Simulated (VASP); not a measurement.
Runs of VASP 6.6.1 on SiO. It takes space group Pm-3m (No. 221, cubic). The conventional cell has a = 2.807 Å, b = 2.807 Å, c = 2.807 Å, α = 90.00°, β = 90.00°, γ = 90.00°. Within 3.2 Å of Si (site symmetry m-3m) lie 8 O at 2.43 Å and 6 Si at 2.81 Å. Within 3.2 Å of O (site symmetry m-3m) lie 8 Si at 2.43 Å and 6 O at 2.81 Å. 

```csv
task,level,cell,cutoff (eV),share of exact exchange,screening parameter,gap on the mesh (eV),pressure (GPa),relaxed volume (Å³/atom)
single point,r2SCAN0,as given,520,0.25,-,1.79,-1.5,-
single point,PBE-based screened hybrid with 25 % exact exchange,as given,520,0.25,0.3 1/Å,(a),-1.5,-
relaxation of cell and atoms,HF,relaxed,600,1,-,7.02,0.0,11.67
single point,r2SCAN50,as given,520,0.5,-,3.32,-4.6,-
relaxation of cell and atoms,HSE06,relaxed,600,0.25,0.2079 1/Å,0.93,0.0,(b)
```

Alike in all rows: potentials or basis VASP PAW PBE potentials, release 64 (Si, O); no spin polarisation; k mesh 5 × 5 × 5; smearing fermi-dirac 0.05 eV.

Question: Estimate the missing entries.

Answer: (a) 0.80; (b) 10.91.

Caveats: all runs use coarse meshes; the PAW data sets were made with another functional, which shifts forces and pressure a little; an odd mesh through Γ misses points on the zone boundary, where band edges can lie.
